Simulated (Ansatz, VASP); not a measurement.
SnSe2 in VASP and in Ansatz

```
Sn Se
1.0
     5.26719    0.00000    0.00000
     0.00000    5.26719    0.00000
     0.00000    0.00000    6.04811
Sn Se
1 2
Direct
  0.00000 0.00000 0.50000
  0.50000 0.00000 0.50000
  0.00000 0.50000 0.50000
```

Alike in both runs: functional PBE; k mesh 10 × 10 × 10; occupations gaussian, width 0.1 eV; no spin polarisation.

Ansatz relaxed the structure, and its values are those at the end. VASP's run is a single point on that final structure, the one shown.

```csv
,VASP,Ansatz
version,VASP 6.6.1,Ansatz 0.2.0
potentials or method,"VASP PAW PBE potentials, release 64 (Sn_d, Se), cutoff 520 eV","scalar-relativistic, plane waves, PAW"
valence electrons in the cell,26,46
```

|  | VASP | Ansatz | Ansatz less VASP |
| --- | --- | --- | --- |
| gap on the k mesh at the Fermi level (eV) | none | none | - |
| pressure (GPa) | 0.0 | 0.0 | +0.02 |

A gap of «none» marks a metal or a gap that the smearing closes. With one functional, cell and mesh, what is left measures potentials, basis and numerics. VASP's potentials hold 26 valence electrons a cell and Ansatz's 46, so a difference there can come from the potentials and not from the codes. Ansatz's warnings: xc potential rough in thin density.
